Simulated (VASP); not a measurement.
Ta2N:

```
CELL_PARAMETERS angstrom
3.11286 0.00000 0.00000
-1.55643 2.69582 0.00000
0.00000 0.00000 4.86984
ATOMIC_POSITIONS crystal
Ta 0.35814 0.66415 0.26111
Ta 0.67420 0.31468 0.74086
N 0.00672 0.01860 0.00016
```

- Program: VASP 6.6.1
- Task: relaxation of cell and atoms
- Functional: RPBE
- Potentials or basis: VASP PAW PBE potentials, release 64 (Ta_pv, N)
- Cutoff: 600 eV
- k mesh: 8 × 8 × 4
- Occupations: gaussian, width 0.1 eV
- Spin: no spin polarisation

At the start: pressure 3.1 GPa; volume 13.62 Å³/atom.

How do energy, volume and symmetry change on relaxing?

Over 16 steps the energy falls by 28.2 meV/atom and the volume is 13.76 Å³/atom (+1.0 %); space group P-3m1 (No. 164, to 0.05 Å).

Step by step:
| step | energy change (eV) | largest force (eV/Å) | pressure (GPa) | volume (Å³) |
| --- | --- | --- | --- | --- |
| 1 | 0.0000 | 1.1779 | 3.12 | 40.87 |
| 2 | -0.0508 | 0.2305 | -7.09 | 42.45 |
| 3 | -0.0578 | 0.4517 | -4.71 | 42.03 |
| 4 | -0.0540 | 0.6167 | 5.63 | 40.57 |
| 5 | -0.0802 | 0.1984 | 0.01 | 41.30 |
| 6 | -0.0832 | 0.0902 | 0.10 | 41.25 |
| 7 | -0.0832 | 0.0877 | 0.13 | 41.24 |
| 8 | -0.0838 | 0.0672 | -0.19 | 41.29 |
| 9 | -0.0839 | 0.0598 | -0.58 | 41.35 |
| 10 | -0.0840 | 0.0622 | -0.44 | 41.33 |
| 11 | -0.0843 | 0.0355 | -0.03 | 41.27 |
| 12 | -0.0843 | 0.0298 | 0.30 | 41.22 |
| 13 | -0.0844 | 0.0295 | 0.23 | 41.23 |
| 14 | -0.0845 | 0.0193 | 0.07 | 41.26 |
| 15 | -0.0845 | 0.0167 | -0.02 | 41.27 |
| 16 | -0.0845 | 0.0092 | 0.00 | 41.27 |

Final structure:
```
Ta N
1.0
     3.11305   -0.00024   -0.00062
    -1.55672    2.69635    0.00024
    -0.00108   -0.00008    4.91670
Ta N
2 1
Direct
  0.34639 0.66579 0.25651
  0.67981 0.33266 0.74492
  0.01287 0.99899 0.00070
```

Caveat: the PAW data sets were made with another functional, which shifts forces and pressure a little.
